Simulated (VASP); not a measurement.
# Na (P6_3/mmc) in VASP: notebook

The runs below take Na through single point, with r2SCAN, PBE.

Program: VASP 6.6.1. These are calculated values, not measurements. Logs are shortened: lines on timing, memory, paths and dates and some standing lists are left out, and cuts for length are marked.

## (1) The cell of the first run

The structure is hexagonal, space group P6_3/mmc (No. 194). Conventional cell: a = 3.749 Å, b = 3.749 Å, c = 12.702 Å, α = 90.00°, β = 90.00°, γ = 120.00°. Within 4.9 Å of Na (site symmetry -6m2) lie 12 Na at 3.75 to 3.84 Å. Within 4.9 Å of Na (site symmetry -3m) lie 12 Na at 3.75 to 3.84 Å.

This isn't the form of Na at room conditions, which is bcc.

## (2) Single point, r2SCAN

Contents of POSCAR:

```
Na
1.0
    3.7490779570      0.0000000000      0.0000000000
   -1.8745389785      3.2467967515      0.0000000000
    0.0000000000      0.0000000000     12.7023052170
Na
4
Direct
    0.6666666667      0.3333333333      0.7500000000
    0.0000000000      0.0000000000      0.5000000000
    0.3333333333      0.6666666667      0.2500000000
    0.0000000000      0.0000000000      0.0000000000
```

Contents of INCAR.step1:

```
  PREC = Accurate
  ENCUT = 520
  ISMEAR = -1
  SIGMA = 0.05
  LREAL = F
  LASPH = T
  NELM = 80
  NBANDS = 22
  GGA = PE
  ALGO = Normal
  EDIFF = 1E-4
  LWAVE = T
  LCHARG = F
```

Contents of INCAR.step2:

```
  PREC = Accurate
  ENCUT = 520
  EDIFF = 1E-6
  ISMEAR = -1
  SIGMA = 0.05
  LREAL = F
  LASPH = T
  NELM = 80
  ALGO = Normal
  ISIF = 2
  LWAVE = F
  LCHARG = F
  METAGGA = R2SCAN
  LMIXTAU = T
  NBANDS = 22
  ISTART = 1
```

Contents of KPOINTS:

```
Automatic mesh
0
Gamma
  8 8 3
```

Potentials or basis: VASP PAW PBE potentials, release 64 (Na_pv).

Run with:

```bash
> cat potpaw_PBE.64/Na_pv/POTCAR > POTCAR
> cp INCAR.step1 INCAR
> mpirun -np 1 vasp_std > vasp.out
> cp INCAR.step2 INCAR
> mpirun -np 1 vasp_std > vasp.out
```

OUTCAR:

```text
PREC = Accurate
   ENCUT = 520
   EDIFF = 1E-6
   ISMEAR = -1
   LREAL = F
   LASPH = T
   NELM = 80
   ISIF = 2
   METAGGA = R2SCAN
   ISTART = 1

 ion  position               nearest neighbor table
   1  0.667  0.333  0.750-
   2  0.000  0.000  0.500-
   3  0.333  0.667  0.250-
   4  0.000  0.000  0.000-

  LATTYP: Found a hexagonal cell.
 ALAT       =     3.7490779570
 C/A-ratio  =     3.3881144545

  Lattice vectors:

 A1 = (   3.7490779570,   0.0000000000,   0.0000000000)
 A2 = (  -1.8745389785,   3.2467967515,   0.0000000000)
 A3 = (   0.0000000000,   0.0000000000,  12.7023052170)

Analysis of symmetry for initial positions (statically):
=====================================================================
 Subroutine PRICEL returns:
 Original cell was already a primitive cell.

 Routine SETGRP: Setting up the symmetry group for a
 hexagonal supercell.

 Subroutine GETGRP returns: Found 24 space group operations
 (whereof 12 operations were pure point group operations)
 out of a pool of 24 trial point group operations.

The static configuration has the point symmetry D_3d.
 The point group associated with its full space group is D_6h.

Analysis of symmetry for dynamics (positions and initial velocities):
=====================================================================
 Subroutine PRICEL returns:
 Original cell was already a primitive cell.

 Routine SETGRP: Setting up the symmetry group for a
 hexagonal supercell.

 Subroutine GETGRP returns: Found 24 space group operations
 (whereof 12 operations were pure point group operations)
 out of a pool of 24 trial point group operations.

The dynamic configuration has the point symmetry D_3d.
 The point group associated with its full space group is D_6h.

 Subroutine INISYM returns: Found 24 space group operations
 (whereof 12 operations are pure point group operations),
 and found     1 'primitive' translations

----------------------------------------------------------------------------------------

                                     Primitive cell

  volume of cell :     154.6187

  direct lattice vectors                    reciprocal lattice vectors
     3.749077957  0.000000000  0.000000000     0.266732250  0.153997937  0.000000000
    -1.874538978  3.246796751  0.000000000     0.000000000  0.307995873  0.000000000
     0.000000000  0.000000000 12.702305217     0.000000000  0.000000000  0.078725868

  length of vectors
     3.749077957  3.749077957 12.702305217     0.307995873  0.307995873  0.078725868

  position of ions in fractional coordinates (direct lattice)
     0.666666667  0.333333333  0.750000000
     0.000000000  0.000000000  0.500000000
     0.333333333  0.666666667  0.250000000
     0.000000000  0.000000000  0.000000000

  ion indices of the primitive-cell ions
   primitive index   ion index
                 1           1
                 2           2
                 3           3
                 4           4

----------------------------------------------------------------------------------------

 KPOINTS: Automatic mesh

Automatic generation of k-mesh.
 Grid dimensions read from file:
 generate k-points for:    8    8    3

 Generating k-lattice:

  Cartesian coordinates                     Fractional coordinates (reciprocal lattice)
     0.033341531  0.019249742  0.000000000     0.125000000  0.000000000  0.000000000
     0.000000000  0.038499484  0.000000000     0.000000000  0.125000000  0.000000000
     0.000000000  0.000000000  0.026241956     0.000000000  0.000000000  0.333333333

  Length of vectors
     0.038499484  0.038499484  0.026241956

  Shift w.r.t. Gamma in fractional coordinates (k-lattice)
     0.000000000  0.000000000  0.000000000

 Subroutine IBZKPT returns following result:
 ===========================================

 Found     20 irreducible k-points:

 Following reciprocal coordinates:
            Coordinates               Weight
  0.000000  0.000000  0.000000      1.000000
  0.125000  0.000000  0.000000      6.000000
  0.250000  0.000000  0.000000      6.000000
  0.375000  0.000000  0.000000      6.000000
  0.500000  0.000000  0.000000      3.000000
  0.125000  0.125000  0.000000      6.000000
[... 12 lines left out ...]
  0.250000  0.250000  0.333333     12.000000
  0.375000  0.250000  0.333333     12.000000
   k-points           NKPTS =     20   k-points in BZ     NKDIM =     20   number of bands    NBANDS=     22
   number of dos      NEDOS =    301   number of ions     NIONS =      4
   total plane-waves  NPLWV =  75264
   dimension x,y,z NGX =    28 NGY =   28 NGZ =   96
   dimension x,y,z NGXF=    56 NGYF=   56 NGZF=  192
   ions per type =               4
   NGX,Y,Z   is equivalent  to a cutoff of  12.42, 12.42, 12.56 a.u.
   NGXF,Y,Z  is equivalent  to a cutoff of  24.83, 24.83, 25.13 a.u.
 SYSTEM =  unknown system
   PREC   = accura    normal or accurate (medium, high low for compatibility)
   ISTART =      1    job   : 0-new  1-cont  2-samecut
   ICHARG =      0    charge: 1-file 2-atom 10-const
   ISPIN  =      1    spin polarized calculation?
   LNONCOLLINEAR =      F non collinear calculations
   LSORBIT =      F    spin-orbit coupling
   LASPH  =      T    aspherical Exc in radial PAW
   ENCUT  =  520.0 eV  38.22 Ry    6.18 a.u.   6.97  6.97 23.62*2*pi/ulx,y,z
   NELM   =     80;   NELMIN=  2; NELMDL=  0     # of ELM steps
   EDIFF  = 0.1E-05   stopping-criterion for ELM
   LREAL  =      F    real-space projection
[... 7 lines left out ...]
   TEBEG  =    0.0;   TEEND  =   0.0 temperature during run
   PSTRESS=    0.0 pullay stress
   NELECT =      28.0000    total number of electrons
   NUPDOWN=      -1.0000    fix difference up-down
   EMIN   =  10.00;   EMAX   =-10.00  energy-range for DOS
   EFERMI =   0.00;   METHOD = LEGACY
   ISMEAR =    -1;   SIGMA  =   0.05  broadening in eV -4-tet -1-fermi 0-gaus
   EFERMI_NEDOS =   21; number of points for ismear=-14 and -15
   IALGO  =     38    algorithm
   IMIX   =      4    mixing-type and parameters
     AMIX     =   0.40;   BMIX     =  1.00
     AMIX_MAG =   1.60;   BMIX_MAG =  1.00
  volume/ion in A,a.u.               =      38.65       260.85
  Fermi-wavevector in a.u.,A,eV,Ry     =   0.926204  1.750272 11.671818  0.857854
  Thomas-Fermi vector in A             =   2.052141
   LORBIT       =      0    0 simple, 1 ext, 2 COOP (PROOUT), +10 PAW based schemes
   METAGGA = R2SCAN    functional components
   LHFCALC =     F    Hartree Fock is set to
   AEXX    =    0.0000 exact exchange contribution
   IVDW    =     0    specifies the selected vdW correction
   LEPSILON=     F    determine dielectric tensor
   LRPA    =     F    only Hartree local field effects (RPA)
 non-spin polarized calculation
  energy-cutoff  :      520.00
  volume of cell :      154.62
 maximum number of plane-waves:      4184
 NGX is ok and might be reduce to    28
   NGX = 13   NGY = 13   NGZ = 47

 number of electron      28.0000000 magnetization

 Free energy of the ion-electron system (eV)
  ---------------------------------------------------
  ext. energy  EPLUGINS =         0.00000000
  ---------------------------------------------------
  free energy    TOTEN  =       -14.19969607 eV

  energy without entropy =      -14.18215778  energy(sigma->0) =      -14.19092693

 E-fermi :   0.2227     XC(G=0):  -6.8017

 val. band max:        0.1378450978   @ k =   0.2500   0.2500   0.3333
 cond. band min:       0.2728293863   @ k =   0.2500   0.1250   0.3333
 fundamental gap:      0.1349842886
 Fermi energy:         0.2227129100

 k-point     1 :       0.0000    0.0000    0.0000
  band No.  band energies     occupation
      1     -25.8418      2.00000
      2     -25.8281      2.00000
      3     -25.8280      2.00000
      4     -25.8182      2.00000
      5     -25.8180      2.00000
      6     -25.8167      2.00000
[... 14 lines left out ...]
     21      10.9889      0.00000
     22      11.0983      0.00000

 k-point     2 :       0.1250    0.0000    0.0000
  band No.  band energies     occupation
      1     -25.8404      2.00000
      2     -25.8285      2.00000
      3     -25.8284      2.00000
      4     -25.8218      2.00000
      5     -25.8194      2.00000
      6     -25.8193      2.00000
[... 14 lines left out ...]
     21       8.9799      0.00000
     22       9.0485      0.00000

 k-point     3 :       0.2500    0.0000    0.0000
  band No.  band energies     occupation
      1     -25.8367      2.00000
      2     -25.8335      2.00000
      3     -25.8331      2.00000
      4     -25.8304      2.00000
      5     -25.8284      2.00000
      6     -25.8227      2.00000
[... 14 lines left out ...]
     21       6.6999      0.00000
     22       6.7855      0.00000

 k-point     4 :       0.3750    0.0000    0.0000
  band No.  band energies     occupation
      1     -25.8423      2.00000
      2     -25.8419      2.00000
      3     -25.8389      2.00000
      4     -25.8379      2.00000
      5     -25.8309      2.00000
      6     -25.8246      2.00000
[... 14 lines left out ...]
     21       6.1926      0.00000
     22       6.6096      0.00000

 k-point     5 :       0.5000    0.0000    0.0000
  band No.  band energies     occupation
      1     -25.8461      2.00000
      2     -25.8455      2.00000
      3     -25.8424      2.00000
      4     -25.8418      2.00000
      5     -25.8274      2.00000
      6     -25.8256      2.00000
[... 14 lines left out ...]
     21       4.8173      0.00000
     22       4.9620      0.00000

 k-point     6 :       0.1250    0.1250    0.0000
  band No.  band energies     occupation
      1     -25.8377      2.00000
      2     -25.8311      2.00000
      3     -25.8310      2.00000
      4     -25.8274      2.00000
      5     -25.8255      2.00000
      6     -25.8227      2.00000
[... 14 lines left out ...]
     21       6.9608      0.00000
     22       7.3472      0.00000

 k-point     7 :       0.2500    0.1250    0.0000
  band No.  band energies     occupation
      1     -25.8380      2.00000
      2     -25.8379      2.00000
      3     -25.8349      2.00000
      4     -25.8343      2.00000
      5     -25.8331      2.00000
      6     -25.8253      2.00000
[... 224 lines left out ...]
      6     -25.8248      2.00000
[... 14 lines left out ...]
     21       7.3253      0.00000
     22       7.4951      0.00000

 k-point    17 :       0.2500    0.1250    0.3333
  band No.  band energies     occupation
      1     -25.8382      2.00000
      2     -25.8372      2.00000
      3     -25.8363      2.00000
      4     -25.8350      2.00000
      5     -25.8302      2.00000
      6     -25.8267      2.00000
[... 14 lines left out ...]
     21       5.5911      0.00000
     22       6.0901      0.00000

 k-point    18 :       0.3750    0.1250    0.3333
  band No.  band energies     occupation
      1     -25.8434      2.00000
      2     -25.8430      2.00000
      3     -25.8409      2.00000
      4     -25.8405      2.00000
      5     -25.8281      2.00000
      6     -25.8276      2.00000
[... 14 lines left out ...]
     21       4.9944      0.00000
     22       5.6509      0.00000

 k-point    19 :       0.2500    0.2500    0.3333
  band No.  band energies     occupation
      1     -25.8400      2.00000
      2     -25.8396      2.00000
      3     -25.8392      2.00000
      4     -25.8380      2.00000
      5     -25.8303      2.00000
      6     -25.8302      2.00000
[... 14 lines left out ...]
     21       4.7878      0.00000
     22       5.2907      0.00000

 k-point    20 :       0.3750    0.2500    0.3333
  band No.  band energies     occupation
      1     -25.8408      2.00000
      2     -25.8404      2.00000
      3     -25.8382      2.00000
      4     -25.8381      2.00000
      5     -25.8332      2.00000
      6     -25.8330      2.00000
[... 14 lines left out ...]
     21       4.2493      0.00000
     22       4.3809      0.00000

------------------------ aborting loop because EDIFF is reached ----------------------------------------

  FORCE on cell =-STRESS in cart. coord.  units (eV):
  Direction    XX          YY          ZZ          XY          YZ          ZX
  --------------------------------------------------------------------------------------
  -------------------------------------------------------------------------------------
  Total        0.1870701      0.1870701     -0.7848559      0.0000000     -0.0000000      0.0000000
  in kB        1.9384422      1.9384422     -8.1327679      0.0000000     -0.0000000      0.0000000
  external PRESSURE =      -1.4186278 kB  Pullay stress =       0.0000000 kB

 VOLUME and BASIS-vectors are now :
 -----------------------------------------------------------------------------
  energy-cutoff  :      520.00
  volume of cell :      154.62
      direct lattice vectors                 reciprocal lattice vectors
     3.749077957  0.000000000  0.000000000     0.266732250  0.153997937  0.000000000
    -1.874538978  3.246796751  0.000000000     0.000000000  0.307995873  0.000000000
     0.000000000  0.000000000 12.702305217     0.000000000  0.000000000  0.078725868

 POSITION                                       TOTAL-FORCE (eV/Angst)
 -----------------------------------------------------------------------------------
      1.87454      1.08227      9.52673        -0.000000     -0.000000      0.000000
      0.00000      0.00000      6.35115         0.000000      0.000000     -0.000000
     -0.00000      2.16453      3.17558        -0.000000      0.000000     -0.000000
      0.00000      0.00000      0.00000         0.000000      0.000000     -0.000000
 -----------------------------------------------------------------------------------
    total drift:                                0.000000     -0.000000      0.000000

  FREE ENERGIE OF THE ION-ELECTRON SYSTEM (eV)
  ---------------------------------------------------
  free  energy   TOTEN  =       -14.1996960728 eV

  energy  without entropy=      -14.1821577832  energy(sigma->0) =      -14.19092693
```

Wall time 6.1 min (1 thread of AMD EPYC 7R43 (Zen 3), shared host); peak memory 0.25 GiB.

Results:

| Property | Result |
| --- | --- |
| Free energy | -14.1997 eV |
| Pressure | -0.1 GPa |
| Band gap on the k mesh | zero (bands 14 and 15 overlap by 3.56 eV) |

Stress tensor (GPa, compression positive):
```
 0.19  0.00  0.00
 0.00  0.19  0.00
 0.00  0.00 -0.81
```

Caveat: the PAW data sets were made with another functional, which shifts forces and pressure a little.

## (3) Single point, r2SCAN

This run uses another cell than the first one, of 39.40 Å³/atom.

Contents of POSCAR:

```
Na
1.0
    3.7729580783      0.0000000000      0.0000000000
   -1.8864790391      3.2674775432      0.0000000000
    0.0000000000      0.0000000000     12.7832138010
Na
4
Direct
    0.6666666667      0.3333333333      0.7500000000
    0.0000000000      0.0000000000      0.5000000000
    0.3333333333      0.6666666667      0.2500000000
    0.0000000000      0.0000000000      0.0000000000
```

Contents of INCAR.step1:

```
PREC = Accurate
ENCUT = 520
ISMEAR = -1
SIGMA = 0.05
LREAL = False
LASPH = True
NELM = 80
NBANDS = 22
GGA = PE
ALGO = Normal
EDIFF = 1E-4
LWAVE = True
LCHARG = False
```

Contents of INCAR.step2:

```
PREC = Accurate
ENCUT = 520
EDIFF = 1E-6
ISMEAR = -1
SIGMA = 0.05
LREAL = False
LASPH = True
NELM = 80
ALGO = Normal
ISIF = 2
LWAVE = False
LCHARG = False
METAGGA = R2SCAN
LMIXTAU = True
NBANDS = 22
ISTART = 1
```

Contents of KPOINTS:

```
regular mesh
0
Gamma
  8 8 3
```

Potentials or basis: VASP PAW PBE potentials, release 64 (Na_pv).

Run with:

```bash
> cat potpaw_PBE.64/Na_pv/POTCAR > POTCAR
> cp INCAR.step1 INCAR
> mpirun -np 1 vasp_std > vasp.out
> cp INCAR.step2 INCAR
> mpirun -np 1 vasp_std > vasp.out
```

Run time: 6.4 min. Hardware: 1 thread of AMD EPYC 7R43 (Zen 3), shared host; peak memory 0.24 GiB.

It converged, with:

```yaml
Free_energy: -14.1948 eV
Pressure: -0.3 GPa
Band_gap_on_the_k_mesh: zero (bands 14 and 15 overlap by 3.52 eV)
```

Stress tensor (GPa, compression positive):
```
 0.00  0.00  0.00
 0.00  0.00  0.00
 0.00  0.00 -0.95
```

Levels at points of the mesh, in eV from the Fermi level:
| k point | band 10 | band 11 | band 12 | band 13 | band 14 | band 15 | band 16 | band 17 | band 18 | band 19 |
| --- | --- | --- | --- | --- | --- | --- | --- | --- | --- | --- |
| (0.00, 0.00, 0.00) | -26.06 | -26.05 | -26.05 | -3.35 | -2.35 | -2.35 | 0.33 | 0.90 | 5.33 | 5.34 |
| (0.50, 0.00, 0.00) | -26.06 | -26.06 | -26.06 | 0.33 | 0.45 | 1.07 | 1.22 | 1.62 | 1.74 | 3.88 |

Caveat: the PAW data sets were made with another functional, which shifts forces and pressure a little.

## (4) Single point, PBE

This run uses another cell than the first one, of 37.17 Å³/atom.

Contents of INCAR:

```
PREC = Accurate
ENCUT = 520
EDIFF = 1E-6
ISMEAR = -1
SIGMA = 0.05
LREAL = False
LASPH = True
NELM = 80
ALGO = Fast
ISIF = 2
LWAVE = False
LCHARG = True
GGA = PE
LELF = True
LVHAR = True
NBANDS = 22
```

KPOINTS is that of step 3.

Contents of POSCAR:

```
Na
1.0
    3.7003831212      0.0000000000      0.0000000000
   -1.8501915606      3.2046257867      0.0000000000
    0.0000000000      0.0000000000     12.5373215400
Na
4
Direct
    0.6666666667      0.3333333333      0.7500000000
    0.0000000000      0.0000000000      0.5000000000
    0.3333333333      0.6666666667      0.2500000000
    0.0000000000      0.0000000000      0.0000000000
```

Run with:

```bash
> cat potpaw_PBE.64/Na_pv/POTCAR > POTCAR
> mpirun -np 1 vasp_std > vasp.out
```

Run time: 85 s. Hardware: 1 thread of Intel Xeon 8259CL, shared host; peak memory 0.26 GiB.

The run converged. Its results:

* Free energy: -5.2339 eV
* Pressure: 0.0 GPa
* Band gap on the k mesh: zero (bands 14 and 15 overlap by 3.44 eV)

Stress tensor (GPa, compression positive):
```
 0.29  0.00  0.00
 0.00  0.29  0.00
 0.00  0.00 -0.67
```

Levels at points of the mesh, in eV from the Fermi level:
| k point | band 12 | band 13 | band 14 | band 15 | band 16 | band 17 |
| --- | --- | --- | --- | --- | --- | --- |
| (0.00, 0.00, 0.00) | -24.89 | -3.26 | -2.28 | -2.28 | 0.41 | 0.75 |
| (0.50, 0.00, 0.00) | -24.90 | 0.35 | 0.42 | 1.10 | 1.19 | 1.50 |

## (5) Summary

| level | cell | gap on the mesh (eV) | pressure (GPa) |
| --- | --- | --- | --- |
| r2SCAN | a = 3.749, b = 3.749, c = 12.702 Å, angles 90.0, 90.0, 120.0°, 4 atoms | none | -0.1 |
| r2SCAN | a = 3.773, b = 3.773, c = 12.783 Å, angles 90.0, 90.0, 120.0°, 4 atoms | none | -0.3 |
| PBE | a = 3.700, b = 3.700, c = 12.537 Å, angles 90.0, 90.0, 120.0°, 4 atoms | none | 0.0 |

Alike in all rows: task single point; potentials or basis VASP PAW PBE potentials, release 64 (Na_pv); no spin polarisation; k mesh 8 × 8 × 3; cutoff (eV) 520; smearing fermi-dirac 0.05 eV.

Caveats: the PAW data sets were made with another functional, which shifts forces and pressure a little (at least some runs).

Absolute energies hang on the potentials; compare differences alone.

The gap in the log of VASP goes by the Fermi energy; the results here count the filled bands.